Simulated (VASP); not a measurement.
# Pt (Im-3m) in VASP: further runs

Pt is run at these levels: PBE; tasks: single point.

Program: VASP 6.6.1. These are calculated values, not measurements. Logs are shortened: lines on timing, memory, paths and dates and some standing lists are left out, and cuts for length are marked.

**1. The cell of the first run**

The structure is cubic, space group Im-3m (No. 229). Conventional cell: a = 3.036 Å, b = 3.036 Å, c = 3.036 Å, α = 90.00°, β = 90.00°, γ = 90.00°. Within 3.5 Å of Pt (site symmetry m-3m) lie 14 Pt at 2.63 to 3.04 Å.

**2. Single point, PBE**

Contents of INCAR:

```
ALGO = Normal
EDIFF = 1E-7
ENCUT = 520
GGA = PE
ISIF = 2
ISMEAR = -1
LASPH = True
LCHARG = True
LELF = True
LREAL = False
LVHAR = True
LWAVE = False
NBANDS = 11
NELM = 60
PREC = Accurate
SIGMA = 0.1
```

Contents of KPOINTS:

```
k-points
0
Gamma
  18 18 18
```

Contents of POSCAR:

```
Pt
1.0
   -1.5180869009      1.5180869009      1.5180869009
    1.5180869009     -1.5180869009      1.5180869009
    1.5180869009      1.5180869009     -1.5180869009
Pt
1
Direct
    0.0000000000      0.0000000000      0.0000000000
```

Potentials or basis: VASP PAW PBE potentials, release 64 (Pt).

Command:

```bash
> cat potpaw_PBE.64/Pt/POTCAR > POTCAR
> mpirun -np 1 vasp_std > vasp.out
```

OUTCAR:

```text
EDIFF = 1E-7
   ENCUT = 520
   GGA = PE
   ISIF = 2
   ISMEAR = -1
   LASPH = True
   LREAL = False
   NELM = 60
   PREC = Accurate

 ion  position               nearest neighbor table
   1  0.000  0.000  0.000-

  LATTYP: Found a body centered cubic cell.
 ALAT       =     3.0361738018

  Lattice vectors:

 A1 = (  -1.5180869009,   1.5180869009,   1.5180869009)
 A2 = (   1.5180869009,  -1.5180869009,   1.5180869009)
 A3 = (   1.5180869009,   1.5180869009,  -1.5180869009)

Analysis of symmetry for initial positions (statically):
=====================================================================
 Subroutine PRICEL returns:
 Original cell was already a primitive cell.

 Routine SETGRP: Setting up the symmetry group for a
 body centered cubic supercell.

 Subroutine GETGRP returns: Found 48 space group operations
 (whereof 48 operations were pure point group operations)
 out of a pool of 48 trial point group operations.

The static configuration has the point symmetry O_h .

Analysis of symmetry for dynamics (positions and initial velocities):
=====================================================================
 Subroutine PRICEL returns:
 Original cell was already a primitive cell.

 Routine SETGRP: Setting up the symmetry group for a
 body centered cubic supercell.

 Subroutine GETGRP returns: Found 48 space group operations
 (whereof 48 operations were pure point group operations)
 out of a pool of 48 trial point group operations.

The dynamic configuration has the point symmetry O_h .

 Subroutine INISYM returns: Found 48 space group operations
 (whereof 48 operations are pure point group operations),
 and found     1 'primitive' translations

----------------------------------------------------------------------------------------

                                     Primitive cell

  volume of cell :      13.9943

  direct lattice vectors                    reciprocal lattice vectors
    -1.518086901  1.518086901  1.518086901     0.000000000  0.329361909  0.329361909
     1.518086901 -1.518086901  1.518086901     0.329361909  0.000000000  0.329361909
     1.518086901  1.518086901 -1.518086901     0.329361909  0.329361909  0.000000000

  length of vectors
     2.629403643  2.629403643  2.629403643     0.465788079  0.465788079  0.465788079

  position of ions in fractional coordinates (direct lattice)
     0.000000000  0.000000000  0.000000000

  ion indices of the primitive-cell ions
   primitive index   ion index
                 1           1

----------------------------------------------------------------------------------------

 KPOINTS: k-points

Automatic generation of k-mesh.
 Grid dimensions read from file:
 generate k-points for:   18   18   18

 Generating k-lattice:

  Cartesian coordinates                     Fractional coordinates (reciprocal lattice)
     0.000000000  0.018297884  0.018297884     0.055555556  0.000000000  0.000000000
     0.018297884  0.000000000  0.018297884     0.000000000  0.055555556  0.000000000
     0.018297884  0.018297884  0.000000000     0.000000000  0.000000000  0.055555556

  Length of vectors
     0.025877115  0.025877115  0.025877115

  Shift w.r.t. Gamma in fractional coordinates (k-lattice)
     0.000000000  0.000000000  0.000000000

 Subroutine IBZKPT returns following result:
 ===========================================

 Found    195 irreducible k-points:

 Following reciprocal coordinates:
            Coordinates               Weight
  0.000000  0.000000  0.000000      1.000000
  0.055556  0.000000  0.000000     12.000000
  0.111111  0.000000  0.000000     12.000000
  0.166667  0.000000  0.000000     12.000000
  0.222222  0.000000  0.000000     12.000000
  0.277778  0.000000  0.000000     12.000000
[... 16 lines left out ...]
  0.333333  0.111111  0.000000     48.000000
  0.388889  0.111111  0.000000     48.000000
 [... further k-points ...]
   k-points           NKPTS =    195   k-points in BZ     NKDIM =    195   number of bands    NBANDS=     11
   number of dos      NEDOS =    301   number of ions     NIONS =      1
   total plane-waves  NPLWV =   8000
   dimension x,y,z NGX =    20 NGY =   20 NGZ =   20
   dimension x,y,z NGXF=    40 NGYF=   40 NGZF=   40
   ions per type =               1
   NGX,Y,Z   is equivalent  to a cutoff of  12.65, 12.65, 12.65 a.u.
   NGXF,Y,Z  is equivalent  to a cutoff of  25.29, 25.29, 25.29 a.u.
 SYSTEM =  unknown system
   PREC   = accura    normal or accurate (medium, high low for compatibility)
   ISTART =      0    job   : 0-new  1-cont  2-samecut
   ICHARG =      2    charge: 1-file 2-atom 10-const
   ISPIN  =      1    spin polarized calculation?
   LNONCOLLINEAR =      F non collinear calculations
   LSORBIT =      F    spin-orbit coupling
   LASPH  =      T    aspherical Exc in radial PAW
   ENCUT  =  520.0 eV  38.22 Ry    6.18 a.u.   4.89  4.89  4.89*2*pi/ulx,y,z
   NELM   =     60;   NELMIN=  2; NELMDL= -5     # of ELM steps
   EDIFF  = 0.1E-06   stopping-criterion for ELM
   LREAL  =      F    real-space projection
   EDIFFG = 0.1E-05   stopping-criterion for IOM
   NSW    =      0    number of steps for IOM
   IBRION =     -1    ionic relax: 0-MD 1-quasi-New 2-CG
   NFREE  =      0    steps in history (QN), initial steepest desc. (CG)
   ISIF   =      2    stress and relaxation
   ISYM   =      2    0-nonsym 1-usesym 2-fastsym
   POTIM  = 0.5000    time-step for ionic-motion
   TEBEG  =    0.0;   TEEND  =   0.0 temperature during run
   PSTRESS=    0.0 pullay stress
   NELECT =      10.0000    total number of electrons
   NUPDOWN=      -1.0000    fix difference up-down
   EMIN   =  10.00;   EMAX   =-10.00  energy-range for DOS
   EFERMI =   0.00;   METHOD = LEGACY
   ISMEAR =    -1;   SIGMA  =   0.10  broadening in eV -4-tet -1-fermi 0-gaus
   EFERMI_NEDOS =   21; number of points for ismear=-14 and -15
   IALGO  =     38    algorithm
   IMIX   =      4    mixing-type and parameters
     AMIX     =   0.40;   BMIX     =  1.00
     AMIX_MAG =   1.60;   BMIX_MAG =  1.00
  volume/ion in A,a.u.               =      13.99        94.44
  Fermi-wavevector in a.u.,A,eV,Ry     =   1.463608  2.765819 29.145711  2.142149
  Thomas-Fermi vector in A             =   2.579683
   LORBIT       =      0    0 simple, 1 ext, 2 COOP (PROOUT), +10 PAW based schemes
   GGA     = PE    functional components
   LHFCALC =     F    Hartree Fock is set to
   AEXX    =    0.0000 exact exchange contribution
   IVDW    =     0    specifies the selected vdW correction
   LEPSILON=     F    determine dielectric tensor
   LRPA    =     F    only Hartree local field effects (RPA)
 non-spin polarized calculation
  energy-cutoff  :      520.00
  volume of cell :       13.99
 maximum number of plane-waves:       394
   NGX =  9   NGY =  9   NGZ =  9

 number of electron      10.0000000 magnetization

 Free energy of the ion-electron system (eV)
  ---------------------------------------------------
  ext. energy  EPLUGINS =         0.00000000
  ---------------------------------------------------
  free energy    TOTEN  =        -5.81842793 eV

  energy without entropy =       -5.79435659  energy(sigma->0) =       -5.80639226

 E-fermi :  12.5410     XC(G=0): -13.9350

 val. band max:       12.4744089427   @ k =  -0.3889  -0.4444   0.1111
 cond. band min:      12.5574624369   @ k =  -0.3889   0.3889   0.2222
 fundamental gap:      0.0830534941
 Fermi energy:        12.5410339860

 k-point     1 :       0.0000    0.0000    0.0000
  band No.  band energies     occupation
      1       1.6915      2.00000
      2       8.3135      2.00000
      3       8.3135      2.00000
      4       8.3135      2.00000
      5      11.2786      1.99999
      6      11.2786      1.99999
      7      29.4981      0.00000
      8      29.4981      0.00000
      9      29.4981      0.00000
     10      41.1510      0.00000
     11      41.1510      0.00000

 k-point     2 :       0.0556    0.0000    0.0000
  band No.  band energies     occupation
      1       1.8337      2.00000
      2       8.2520      2.00000
      3       8.3120      2.00000
      4       8.4335      2.00000
      5      11.1945      2.00000
      6      11.2823      1.99999
      7      29.5810      0.00000
      8      29.6787      0.00000
      9      29.7170      0.00000
     10      39.3682      0.00000
     11      40.1401      0.00000

 k-point     3 :       0.1111    0.0000    0.0000
  band No.  band energies     occupation
      1       2.2469      2.00000
      2       8.0794      2.00000
      3       8.2980      2.00000
      4       8.7886      2.00000
      5      10.9960      2.00000
      6      11.2959      1.99999
      7      29.7485      0.00000
      8      30.0668      0.00000
      9      30.3590      0.00000
     10      37.4914      0.00000
     11      38.3173      0.00000

 k-point     4 :       0.1667    0.0000    0.0000
  band No.  band energies     occupation
      1       2.8835      2.00000
      2       7.8258      2.00000
      3       8.2616      2.00000
      4       9.3627      2.00000
      5      10.8082      2.00000
      6      11.3253      1.99999
      7      29.7302      0.00000
      8      30.1168      0.00000
      9      31.3818      0.00000
     10      36.3420      0.00000
     11      36.7933      0.00000

 k-point     5 :       0.2222    0.0000    0.0000
  band No.  band energies     occupation
      1       3.6368      2.00000
      2       7.5309      2.00000
      3       8.2629      2.00000
      4      10.1265      2.00000
      5      10.7398      2.00000
      6      11.3761      1.99998
      7      29.0708      0.00000
      8      29.2081      0.00000
      9      32.7228      0.00000
     10      36.2848      0.00000
     11      36.4117      0.00000

 k-point     6 :       0.2778    0.0000    0.0000
  band No.  band energies     occupation
      1       4.3036      2.00000
      2       7.2341      2.00000
      3       8.5085      2.00000
      4      10.8119      2.00000
      5      11.0313      2.00000
      6      11.4488      1.99996
      7      27.0687      0.00000
      8      28.2746      0.00000
      9      34.3008      0.00000
     10      35.0391      0.00000
     11      36.9567      0.00000

 k-point     7 :       0.3333    0.0000    0.0000
  band No.  band energies     occupation
      1       4.6664      2.00000
      2       6.9694      2.00000
      3       9.2267      2.00000
      4      10.9837      2.00000
      5      11.5363      1.99991
      6      11.9995      1.99115
      7      24.7475      0.00000
      8      27.2768      0.00000
      9      32.8842      0.00000
     10      36.0054      0.00000
     11      37.6526      0.00000

 k-point     8 :       0.3889    0.0000    0.0000
  band No.  band energies     occupation
      1       4.7436      2.00000
      2       6.7626      2.00000
      3      10.2924      2.00000
      4      11.2510      2.00000
      5      11.6226      1.99979
      6      12.9093      0.04908
      7      22.5006      0.00000
      8      26.4487      0.00000
      9      31.0829      0.00000
     10      37.6652      0.00000
     11      37.7762      0.00000
[... 141 lines left out ...]
 k-point    19 :       0.1111    0.1111    0.0000
  band No.  band energies     occupation
      1       3.2541      2.00000
      2       7.8363      2.00000
      3       7.9851      2.00000
      4       9.8193      2.00000
      5      10.6421      2.00000
      6      11.4293      1.99997
      7      29.9036      0.00000
      8      30.1679      0.00000
      9      31.2108      0.00000
     10      35.0802      0.00000
     11      36.8038      0.00000

 k-point    20 :       0.1667    0.1111    0.0000
  band No.  band energies     occupation
      1       3.9957      2.00000
      2       7.5931      2.00000
      3       7.8755      2.00000
      4      10.5442      2.00000
      5      10.6719      2.00000
      6      11.5329      1.99992
      7      28.8955      0.00000
      8      29.4509      0.00000
      9      32.0694      0.00000
     10      33.7968      0.00000
     11      36.7644      0.00000

 k-point    21 :       0.2222    0.1111    0.0000
  band No.  band energies     occupation
      1       4.6749      2.00000
      2       7.3072      2.00000
      3       8.0035      2.00000
      4      10.6048      2.00000
      5      11.5386      1.99991
      6      11.7671      1.99913
      7      26.9002      0.00000
      8      28.5286      0.00000
      9      32.2311      0.00000
     10      33.4324      0.00000
     11      37.8378      0.00000

 k-point    22 :       0.2778    0.1111    0.0000
  band No.  band energies     occupation
      1       5.0488      2.00000
      2       7.0540      2.00000
      3       8.5413      2.00000
      4      10.7819      2.00000
      5      11.6855      1.99961
      6      12.8255      0.10997
      7      24.6162      0.00000
      8      27.5156      0.00000
      9      30.9569      0.00000
     10      34.7917      0.00000
     11      38.7749      0.00000

 k-point    23 :       0.3333    0.1111    0.0000
  band No.  band energies     occupation
      1       5.1163      2.00000
      2       6.8627      2.00000
      3       9.3746      2.00000
      4      10.9909      2.00000
      5      11.8360      1.99827
      6      13.9557      0.00000
      7      22.3746      0.00000
      8      26.6773      0.00000
      9      29.7568      0.00000
     10      36.1453      0.00000
     11      38.4652      0.00000

 k-point    24 :       0.3889    0.1111    0.0000
  band No.  band energies     occupation
      1       5.0730      2.00000
      2       6.7444      2.00000
      3      10.0972      2.00000
      4      11.0645      2.00000
      5      12.1467      1.96197
      6      14.9645      0.00000
      7      20.5122      0.00000
      8      26.1259      0.00000
      9      28.8796      0.00000
     10      36.9068      0.00000
     11      38.2182      0.00000

 [... further k-points ...]
[... 5 lines left out ...]
  --------------------------------------------------------------------------------------
  -------------------------------------------------------------------------------------
  Total        3.5315676      3.5315676      3.5315676      0.0000000     -0.0000000      0.0000000
  in kB      404.3227882    404.3227882    404.3227882      0.0000000     -0.0000000      0.0000000
  external PRESSURE =     404.3227882 kB  Pullay stress =       0.0000000 kB

 VOLUME and BASIS-vectors are now :
 -----------------------------------------------------------------------------
  energy-cutoff  :      520.00
  volume of cell :       13.99
      direct lattice vectors                 reciprocal lattice vectors
    -1.518086901  1.518086901  1.518086901     0.000000000  0.329361909  0.329361909
     1.518086901 -1.518086901  1.518086901     0.329361909  0.000000000  0.329361909
     1.518086901  1.518086901 -1.518086901     0.329361909  0.329361909  0.000000000

 POSITION                                       TOTAL-FORCE (eV/Angst)
 -----------------------------------------------------------------------------------
      0.00000      0.00000      0.00000        -0.000000      0.000000     -0.000000
 -----------------------------------------------------------------------------------
    total drift:                                0.000000     -0.000000      0.000000

  FREE ENERGIE OF THE ION-ELECTRON SYSTEM (eV)
  ---------------------------------------------------
  free  energy   TOTEN  =        -5.8184279255 eV

  energy  without entropy=       -5.7943565920  energy(sigma->0) =       -5.80639226
```

Run time: 36 s. Hardware: 1 thread of Intel Xeon Platinum 8375C at 2.90GHz (Ice Lake), shared host; peak memory 0.15 GiB.

Results:

| Item | Value |
| --- | --- |
| Free energy | -5.8184 eV |
| Pressure | 40.4 GPa |
| Band gap on the k mesh | zero (band 5 reaches 13.76 eV, above the bottom of band 6 at 11.12 eV) |

Levels at points of the mesh, in eV from the Fermi level:
```
           k point  band 1  band 2  band 3  band 4  band 5  band 6  band 7  band 8  band 9  band 10
(0.00, 0.00, 0.00)  -10.85   -4.23   -4.23   -4.23   -1.26   -1.26   16.96   16.96   16.96    28.61
(0.50, 0.00, 0.00)   -7.85   -5.95   -1.45   -0.83   -0.15    1.30    7.39   13.18   16.88    24.59
(0.50, 0.50, 0.50)   -7.41   -7.41    0.64    0.64    0.64    7.92    7.92    7.92   14.62    20.83
```

Caveat: spin-orbit coupling is left out, which moves the levels of the heavy elements.

**3. Single point, PBE**

Contents of INCAR:

```
SYSTEM = Pt
ALGO     = Normal         ! electronic algorithm
EDIFF    = 1E-6           ! SCF threshold, eV
ENCUT    = 520            ! plane-wave cutoff, eV
GGA      = PE             ! functional
ISIF     = 2              ! what is computed and relaxed
ISMEAR   = -1             ! smearing method
LASPH    = .TRUE.         ! aspherical terms in the spheres
LCHARG   = .FALSE.        ! write CHGCAR
LREAL    = .FALSE.        ! projectors in reciprocal space
LWAVE    = .FALSE.        ! write WAVECAR
NBANDS   = 11             ! bands
NELM     = 100            ! most SCF steps
PREC     = Accurate       ! precision mode
SIGMA    = 0.1            ! smearing width, eV
```

Contents of KPOINTS:

```
k-points
0
G
  18 18 18
  0 0 0
```

Contents of POSCAR:

```
Pt
1.0
   -1.5179976458      1.5179976458      1.5179976458
    1.5179976458     -1.5179976458      1.5179976458
    1.5179976458      1.5179976458     -1.5179976458
Pt
1
Direct
    0.0000000000      0.0000000000      0.0000000000
```

Potentials or basis: VASP PAW PBE potentials, release 64 (Pt).

Command:

```bash
> cat potpaw_PBE.64/Pt/POTCAR > POTCAR
> mpirun -np 1 vasp_std > vasp.out
```

Wall time 24 s (1 thread of Intel Xeon Platinum 8375C at 2.90GHz (Ice Lake), shared host); peak memory 0.14 GiB.

The run converged. Its results:

```
Free energy            : -5.8178 eV
Pressure               : 40.5 GPa
Band gap on the k mesh : zero (band 5 reaches 13.77 eV, above the bottom of band 6 at 11.12 eV)
```

Levels at points of the mesh, in eV from the Fermi level:
| k point | band 1 | band 2 | band 3 | band 4 | band 5 | band 6 | band 7 | band 8 | band 9 | band 10 |
| --- | --- | --- | --- | --- | --- | --- | --- | --- | --- | --- |
| (0.00, 0.00, 0.00) | -10.85 | -4.23 | -4.23 | -4.23 | -1.26 | -1.26 | 16.96 | 16.96 | 16.96 | 28.61 |
| (0.50, 0.00, 0.00) | -7.85 | -5.96 | -1.45 | -0.83 | -0.16 | 1.30 | 7.39 | 13.18 | 16.88 | 24.59 |
| (0.50, 0.50, 0.50) | -7.42 | -7.42 | 0.64 | 0.64 | 0.64 | 7.92 | 7.92 | 7.92 | 14.62 | 20.83 |

Caveat: spin-orbit coupling is left out, which moves the levels of the heavy elements.
